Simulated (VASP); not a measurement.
# InF3 (R-3c) in VASP: notebook

The runs below take InF3 through single point, with LDA.

Program: VASP 6.6.1. These are calculated values, not measurements. Logs are shortened: lines on timing, memory, paths and dates and some standing lists are left out, and cuts for length are marked.

### Step 1. The cell of the first run

The structure is trigonal, space group R-3c (No. 167). The conventional cell has a = 4.931 Å, b = 4.931 Å, c = 14.560 Å, α = 90.00°, β = 90.00°, γ = 120.00°. In (site symmetry -3) has 6 F at 2.05 Å within 2.7 Å. Within 3.0 Å of F (site symmetry 2) lie 2 In at 2.05 Å and 12 F at 2.81 to 2.94 Å.

### Step 2. Single point, LDA (12.78 Å³/atom)

INCAR reads:

```
PREC     = Accurate       # precision mode
ENCUT    = 520            # plane-wave cutoff, eV
EDIFF    = 1E-6           # SCF threshold, eV
ISMEAR   = 0              # smearing method
SIGMA    = 0.02           # smearing width, eV
LREAL    = False          # projectors in reciprocal space
LASPH    = True           # aspherical terms in the spheres
NELM     = 60             # most SCF steps
ALGO     = Normal         # electronic algorithm
ISIF     = 2              # what is computed and relaxed
LWAVE    = False          # write WAVECAR
LCHARG   = True           # write CHGCAR
LELF     = True           # ELF
LVHAR    = True         
NBANDS   = 44             # bands
```

KPOINTS reads:

```
Automatic mesh
0
Gamma
  6 6 6
```

POSCAR reads:

```
InF3
1.0
    2.4656735043      1.4235572614      4.8533273550
   -2.4656735043      1.4235572614      4.8533273550
    0.0000000000     -2.8471145229      4.8533273550
In F
2 6
Direct
    0.0000000000      0.0000000000      0.0000000000
    0.5000000000      0.5000000000      0.5000000000
    0.9213397022      0.5786602978      0.2500000000
    0.2500000000      0.9213397022      0.5786602978
    0.5786602978      0.2500000000      0.9213397022
    0.0786602978      0.4213397022      0.7500000000
    0.7500000000      0.0786602978      0.4213397022
    0.4213397022      0.7500000000      0.0786602978
```

Potentials or basis: VASP PAW LDA potentials, release 64 (In_d, F).

Started as:

```sh
$ cat potpaw_LDA.64/In_d/POTCAR potpaw_LDA.64/F/POTCAR > POTCAR
$ mpirun -np 1 vasp_std > vasp.out
```

OUTCAR:

```text
PREC = Accurate
   ENCUT = 520
   EDIFF = 1E-6
   ISMEAR = 0
   LREAL = False
   LASPH = True
   NELM = 60
   ISIF = 2

 ion  position               nearest neighbor table
   1  0.000  0.000  0.000-   3 2.05   6 2.05   5 2.05   8 2.05   7 2.05   4 2.05   2 3.74   2 3.74
                             2 3.74   2 3.74   2 3.74   2 3.74
   2  0.500  0.500  0.500-   3 2.05   6 2.05   4 2.05   7 2.05   5 2.05   8 2.05   1 3.74   1 3.74
                             1 3.74   1 3.74   1 3.74   1 3.74
   3  0.921  0.579  0.250-   1 2.05   2 2.05
   4  0.250  0.921  0.579-   2 2.05   1 2.05
   5  0.579  0.250  0.921-   1 2.05   2 2.05
   6  0.079  0.421  0.750-   1 2.05   2 2.05
   7  0.750  0.079  0.421-   2 2.05   1 2.05
   8  0.421  0.750  0.079-   1 2.05   2 2.05

  LATTYP: Found a trigonal (rhomboedric) cell.
 ALAT       =     5.6267972703
 COS(alpha) =     0.6159581119

  Lattice vectors:

 A1 = (   2.4656735043,   1.4235572614,   4.8533273550)
 A2 = (  -2.4656735043,   1.4235572614,   4.8533273550)
 A3 = (   0.0000000000,  -2.8471145229,   4.8533273550)

Analysis of symmetry for initial positions (statically):
=====================================================================
 Subroutine PRICEL returns:
 Original cell was already a primitive cell.

 Routine SETGRP: Setting up the symmetry group for a
 trigonal (rhombohedral) supercell.

 Subroutine GETGRP returns: Found 12 space group operations
 (whereof  6 operations were pure point group operations)
 out of a pool of 12 trial point group operations.

The static configuration has the point symmetry S_6 .
 The point group associated with its full space group is D_3d.

Analysis of symmetry for dynamics (positions and initial velocities):
=====================================================================
 Subroutine PRICEL returns:
 Original cell was already a primitive cell.

 Routine SETGRP: Setting up the symmetry group for a
 trigonal (rhombohedral) supercell.

 Subroutine GETGRP returns: Found 12 space group operations
 (whereof  6 operations were pure point group operations)
 out of a pool of 12 trial point group operations.

The dynamic configuration has the point symmetry S_6 .
 The point group associated with its full space group is D_3d.

 Subroutine INISYM returns: Found 12 space group operations
 (whereof  6 operations are pure point group operations),
 and found     1 'primitive' translations

----------------------------------------------------------------------------------------

                                     Primitive cell

  volume of cell :     102.2119

  direct lattice vectors                    reciprocal lattice vectors
     2.465673504  1.423557261  4.853327355     0.202784350  0.117077599  0.068681403
    -2.465673504  1.423557261  4.853327355    -0.202784350  0.117077599  0.068681403
     0.000000000 -2.847114523  4.853327355     0.000000000 -0.234155199  0.068681403

  length of vectors
     5.626797270  5.626797270  5.626797270     0.244020065  0.244020065  0.244020065

  position of ions in fractional coordinates (direct lattice)
     0.000000000  0.000000000  0.000000000
     0.500000000  0.500000000  0.500000000
     0.921339702  0.578660298  0.250000000
     0.250000000  0.921339702  0.578660298
     0.578660298  0.250000000  0.921339702
     0.078660298  0.421339702  0.750000000
     0.750000000  0.078660298  0.421339702
     0.421339702  0.750000000  0.078660298

  ion indices of the primitive-cell ions
   primitive index   ion index
                 1           1
                 2           2
                 3           3
                 4           4
                 5           5
                 6           6
                 7           7
                 8           8

----------------------------------------------------------------------------------------

 KPOINTS: Automatic mesh

Automatic generation of k-mesh.
 Grid dimensions read from file:
 generate k-points for:    6    6    6

 Generating k-lattice:

  Cartesian coordinates                     Fractional coordinates (reciprocal lattice)
     0.033797392  0.019512933  0.011446901     0.166666667  0.000000000  0.000000000
    -0.033797392  0.019512933  0.011446901     0.000000000  0.166666667  0.000000000
     0.000000000 -0.039025866  0.011446901    -0.000000000 -0.000000000  0.166666667

  Length of vectors
     0.040670011  0.040670011  0.040670011

  Shift w.r.t. Gamma in fractional coordinates (k-lattice)
     0.000000000  0.000000000  0.000000000

 Subroutine IBZKPT returns following result:
 ===========================================

 Found     32 irreducible k-points:

 Following reciprocal coordinates:
            Coordinates               Weight
  0.000000  0.000000  0.000000      1.000000
  0.166667  0.000000  0.000000      6.000000
  0.333333  0.000000  0.000000      6.000000
  0.500000  0.000000  0.000000      3.000000
  0.166667  0.166667  0.000000      6.000000
  0.333333  0.166667  0.000000     12.000000
[... 16 lines left out ...]
  0.500000  0.500000  0.166667      6.000000
 -0.333333  0.500000  0.166667     12.000000
 [... further k-points ...]
   k-points           NKPTS =     32   k-points in BZ     NKDIM =     32   number of bands    NBANDS=     44
   number of dos      NEDOS =    301   number of ions     NIONS =      8
   total plane-waves  NPLWV =  74088
   dimension x,y,z NGX =    42 NGY =   42 NGZ =   42
   dimension x,y,z NGXF=    84 NGYF=   84 NGZF=   84
   ions per type =               2   6
   NGX,Y,Z   is equivalent  to a cutoff of  12.41, 12.41, 12.41 a.u.
   NGXF,Y,Z  is equivalent  to a cutoff of  24.82, 24.82, 24.82 a.u.
 SYSTEM =  unknown system
   PREC   = accura    normal or accurate (medium, high low for compatibility)
   ISTART =      0    job   : 0-new  1-cont  2-samecut
   ICHARG =      2    charge: 1-file 2-atom 10-const
   ISPIN  =      1    spin polarized calculation?
   LNONCOLLINEAR =      F non collinear calculations
   LSORBIT =      F    spin-orbit coupling
   LASPH  =      T    aspherical Exc in radial PAW
   ENCUT  =  520.0 eV  38.22 Ry    6.18 a.u.  10.46 10.46 10.46*2*pi/ulx,y,z
   NELM   =     60;   NELMIN=  2; NELMDL= -5     # of ELM steps
   EDIFF  = 0.1E-05   stopping-criterion for ELM
   LREAL  =      F    real-space projection
   EDIFFG = 0.1E-04   stopping-criterion for IOM
   NSW    =      0    number of steps for IOM
   IBRION =     -1    ionic relax: 0-MD 1-quasi-New 2-CG
   NFREE  =      0    steps in history (QN), initial steepest desc. (CG)
   ISIF   =      2    stress and relaxation
   ISYM   =      2    0-nonsym 1-usesym 2-fastsym
   POTIM  = 0.5000    time-step for ionic-motion
   TEBEG  =    0.0;   TEEND  =   0.0 temperature during run
   PSTRESS=    0.0 pullay stress
   NELECT =      68.0000    total number of electrons
   NUPDOWN=      -1.0000    fix difference up-down
   EMIN   =  10.00;   EMAX   =-10.00  energy-range for DOS
   EFERMI =   0.00;   METHOD = LEGACY
   ISMEAR =     0;   SIGMA  =   0.02  broadening in eV -4-tet -1-fermi 0-gaus
   EFERMI_NEDOS =   21; number of points for ismear=-14 and -15
   IALGO  =     38    algorithm
   IMIX   =      4    mixing-type and parameters
     AMIX     =   0.40;   BMIX     =  1.00
     AMIX_MAG =   1.60;   BMIX_MAG =  1.00
  volume/ion in A,a.u.               =      12.78        86.22
  Fermi-wavevector in a.u.,A,eV,Ry     =   1.429148  2.700699 27.789429  2.042465
  Thomas-Fermi vector in A             =   2.549133
   LORBIT       =      0    0 simple, 1 ext, 2 COOP (PROOUT), +10 PAW based schemes
   GGA     = CA    functional components
   LHFCALC =     F    Hartree Fock is set to
   AEXX    =    0.0000 exact exchange contribution
   IVDW    =     0    specifies the selected vdW correction
   LEPSILON=     F    determine dielectric tensor
   LRPA    =     F    only Hartree local field effects (RPA)
 non-spin polarized calculation
 Gauss-broadening in eV      SIGMA  =   0.02
  energy-cutoff  :      520.00
  volume of cell :      102.21
 maximum number of plane-waves:      2778
 NGX is ok and might be reduce to    42
   NGX = 21   NGY = 21   NGZ = 21

 number of electron      68.0000011 magnetization

 Free energy of the ion-electron system (eV)
  ---------------------------------------------------
  ext. energy  EPLUGINS =         0.00000000
  ---------------------------------------------------
  free energy    TOTEN  =       -40.28456559 eV

  energy without entropy =      -40.28456559  energy(sigma->0) =      -40.28456559

 E-fermi :   0.0019     XC(G=0): -10.7551

 val. band max:       -0.1169742243   @ k =   0.0000   0.0000   0.0000
 cond. band min:       4.1218086750   @ k =   0.0000   0.0000   0.0000
 fundamental gap:      4.2387828994
 Fermi energy:         0.0018965166

 k-point     1 :       0.0000    0.0000    0.0000
  band No.  band energies     occupation
      1     -20.4936      2.00000
      2     -19.8844      2.00000
      3     -19.8844      2.00000
      4     -19.7883      2.00000
      5     -19.5746      2.00000
      6     -19.5746      2.00000
[... 36 lines left out ...]
     43      13.8984      0.00000
     44      14.4446      0.00000

 k-point     2 :       0.1667    0.0000    0.0000
  band No.  band energies     occupation
      1     -20.4315      2.00000
      2     -19.8919      2.00000
      3     -19.8717      2.00000
      4     -19.7832      2.00000
      5     -19.6243      2.00000
      6     -19.6105      2.00000
[... 36 lines left out ...]
     43      14.6494      0.00000
     44      15.0455      0.00000

 k-point     3 :       0.3333    0.0000    0.0000
  band No.  band energies     occupation
      1     -20.2639      2.00000
      2     -19.9047      2.00000
      3     -19.8387      2.00000
      4     -19.7971      2.00000
      5     -19.7388      2.00000
      6     -19.6967      2.00000
[... 976 lines left out ...]
     43      14.4221      0.00000
     44      14.8099      0.00000

 k-point    24 :      -0.3333    0.5000    0.1667
  band No.  band energies     occupation
      1     -20.0785      2.00000
      2     -20.0030      2.00000
      3     -19.8741      2.00000
      4     -19.8368      2.00000
      5     -19.7315      2.00000
      6     -19.7173      2.00000
[... 36 lines left out ...]
     43      14.7132      0.00000
     44      15.2128      0.00000

 [... further k-points ...]

------------------------ aborting loop because EDIFF is reached ----------------------------------------

  FORCE on cell =-STRESS in cart. coord.  units (eV):
  Direction    XX          YY          ZZ          XY          YZ          ZX
  --------------------------------------------------------------------------------------
  -------------------------------------------------------------------------------------
  Total        1.8407857      1.8407857      2.0192242      0.0000000     -0.0000000      0.0000000
  in kB       28.8544277     28.8544277     31.6514628      0.0000000     -0.0000000      0.0000000
  external PRESSURE =      29.7867727 kB  Pullay stress =       0.0000000 kB

 VOLUME and BASIS-vectors are now :
 -----------------------------------------------------------------------------
  energy-cutoff  :      520.00
  volume of cell :      102.21
      direct lattice vectors                 reciprocal lattice vectors
     2.465673504  1.423557261  4.853327355     0.202784350  0.117077599  0.068681403
    -2.465673504  1.423557261  4.853327355    -0.202784350  0.117077599  0.068681403
     0.000000000 -2.847114523  4.853327355     0.000000000 -0.234155199  0.068681403

 POSITION                                       TOTAL-FORCE (eV/Angst)
 -----------------------------------------------------------------------------------
      0.00000      0.00000      0.00000         0.000000     -0.000000      0.000000
      0.00000     -0.00000      7.27999         0.000000      0.000000      0.000000
      0.84494      1.42356      8.49332         0.051859      0.000000      0.000000
     -1.65530      0.01996      8.49332        -0.025930      0.044911      0.000000
      0.81037     -1.44351      8.49332        -0.025930     -0.044911      0.000000
     -0.84494     -1.42356      6.06666        -0.051859     -0.000000     -0.000000
      1.65530     -0.01996      6.06666         0.025930     -0.044911      0.000000
     -0.81037      1.44351      6.06666         0.025930      0.044911      0.000000
 -----------------------------------------------------------------------------------
    total drift:                                0.000000     -0.000000     -0.000000

  FREE ENERGIE OF THE ION-ELECTRON SYSTEM (eV)
  ---------------------------------------------------
  free  energy   TOTEN  =       -40.2845655939 eV

  energy  without entropy=      -40.2845655939  energy(sigma->0) =      -40.28456559
```

Wall time 91 s (1 thread of AMD EPYC 9R45 (Zen 5), shared host); peak memory 0.24 GiB.

Results:

| Property | Result |
| --- | --- |
| Free energy | -40.2846 eV |
| Pressure | 3.0 GPa |
| Largest force | 0.052 eV/Å |
| Band gap on the k mesh | 4.24 eV |

Forces on the atoms (eV/Å):
```
In   0.000  0.000  0.000
In   0.000  0.000  0.000
F    0.052  0.000  0.000
F   -0.026  0.045  0.000
F   -0.026 -0.045  0.000
F   -0.052  0.000  0.000
F    0.026 -0.045  0.000
F    0.026  0.045  0.000
```

Levels at points of the mesh, in eV from the valence-band top:
| k point | band 32 | band 33 | band 34 | band 35 | band 36 | band 37 |
| --- | --- | --- | --- | --- | --- | --- |
| (0.00, 0.00, 0.00) | -0.21 | 0.00 | 0.00 | 4.24 | 9.84 | 10.45 |
| (0.50, 0.00, 0.00) | -0.33 | -0.22 | -0.22 | 7.07 | 7.07 | 11.35 |
| (0.50, 0.50, 0.00) | -0.17 | -0.15 | -0.06 | 7.04 | 8.50 | 9.80 |
| (0.50, 0.50, 0.50) | -0.11 | -0.11 | -0.11 | 6.72 | 6.72 | 12.23 |

Caveat: spin-orbit coupling is left out, which moves the levels of the heavy elements. A k mesh can miss the band edges.

(Continued in part 2 of 2.)
